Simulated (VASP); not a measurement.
Set up this calculation in VASP 6.6.1, as the native input.

```
Task                   : single point
Functional             : PBE
Potentials or basis    : VASP PAW PBE potentials, release 64 (Si)
Cutoff                 : 520 eV
k mesh                 : 9 × 9 × 6
Occupations            : gaussian, width 0.01 eV
Spin                   : no spin polarisation
Dipole correction      : no
Further INCAR settings : ALGO = Normal; EDIFF = 1e-06; NBANDS = 16
```

The structure of Si lies in POSCAR:

```
Si
1.0
    3.8705962637      0.0000000000      0.0000000000
   -1.9352981318      3.3520346921      0.0000000000
    0.0000000000      0.0000000000      6.3544717129
Si
4
Direct
    0.3333333333      0.6666666667     -0.0004883209
    0.6666666667      0.3333333333      0.4995116791
    0.3333333333      0.6666666667      0.3744883209
    0.6666666667      0.3333333333      0.8744883209
```

This isn't the form of Si at room conditions, which is diamond.

The input as run:

INCAR

```
SYSTEM = Si
PREC = Accurate
ENCUT = 520
EDIFF = 1E-6
ISMEAR = 0
SIGMA = 0.01
LREAL = .FALSE.
LASPH = .TRUE.
NELM = 60
ALGO = Normal
ISIF = 2
LWAVE = .FALSE.
LCHARG = .FALSE.
GGA = PE
NBANDS = 16
```

KPOINTS

```
regular mesh
0
G
  9 9 6
  0 0 0
```

Potentials or basis: VASP PAW PBE potentials, release 64 (Si).

Command:

```console
$ cat potpaw_PBE.64/Si/POTCAR > POTCAR
$ mpirun -np 1 vasp_std > vasp.out
```

It gave:

* Pressure: -0.8 GPa
* Band gap on the k mesh: 0.49 eV (least direct gap 0.91 eV)

Wall time 64 s on 1 thread of Intel Xeon 8259CL, on a shared host, peak memory 0.21 GiB.
